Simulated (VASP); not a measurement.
Here is a VASP 6.6.1 calculation.

File INCAR:

```
PREC = Accurate ; ENCUT = 520
EDIFF = 1E-8 ; ISMEAR = -1
SIGMA = 0.05 ; LREAL = False
LASPH = True ; NELM = 80
ALGO = Normal ; ISIF = 2
LWAVE = False ; LCHARG = True
GGA = CA ; IBRION = 8
NSW = 1
```

KPOINTS

```
Automatic mesh
0
Gamma
  7 7 5
```

POSCAR

```
Ge
1.0
    1.4880529250     -2.5946896100      0.0000000000
    1.4880529250      2.5946896100      0.0000000000
    0.0000000000      0.0000000000      4.7275957900
Ge
2
Direct
    0.3334466300      0.6665533700      0.2500000000
    0.6665533700      0.3334466300      0.7500000000
```

Potentials or basis: VASP PAW LDA potentials, release 64 (Ge_d).

Launch:

```console
$ cat potpaw_LDA.64/Ge_d/POTCAR > POTCAR
$ mpirun -np 1 vasp_std > vasp.out
```

(1) Estimate the highest phonon frequency at Γ.

## Answers

(1) 144 cm⁻¹.

Caveat: the cell stands under pressure or tension, which shifts response properties.
